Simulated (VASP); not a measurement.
Set up this calculation in VASP 6.6.1, as the native input.

```
Task                   : single point
Functional             : PBE
Potentials or basis    : VASP PAW PBE potentials, release 64 (Cs_sv)
Cutoff                 : 520 eV
k mesh                 : 8 × 8 × 8
Occupations            : fermi-dirac, width 0.08 eV
Spin                   : no spin polarisation
Dipole correction      : no
Further INCAR settings : ALGO = Normal; EDIFF = 1e-06; NBANDS = 10
```

The structure of Cs lies in POSCAR:

```
Cs
1.0
    4.9266529568      0.0000000000      0.0000000000
    0.0000000000      4.9266529568      0.0000000000
    0.0000000000      0.0000000000      4.9266529568
Cs
1
Direct
    0.0000000000      0.0000000000      0.0000000000
```

This isn't the form of Cs at room conditions, which is bcc.

The input as run:

INCAR

```
  PREC = Accurate
  ENCUT = 520
  EDIFF = 1E-6
  ISMEAR = -1
  SIGMA = 0.08
  LREAL = F
  LASPH = T
  NELM = 60
  ALGO = Normal
  ISIF = 2
  LWAVE = F
  LCHARG = F
  GGA = PE
  NBANDS = 10
```

KPOINTS

```
regular mesh
0
Gamma
  8 8 8
```

Potentials or basis: VASP PAW PBE potentials, release 64 (Cs_sv).

Launch:

```console
$ cat potpaw_PBE.64/Cs_sv/POTCAR > POTCAR
$ mpirun -np 1 vasp_std > vasp.out
```

It gave:

```json
{
 "Pressure": "0.1 GPa",
 "Band gap on the k mesh": "zero (an odd number of electrons rules out a gap without spin polarisation)"
}
```

Caveat: spin-orbit coupling is left out, which moves the levels of the heavy elements.

It took 41 s on 1 thread of Intel Xeon 8259CL (shared host), peak memory 0.24 GiB.
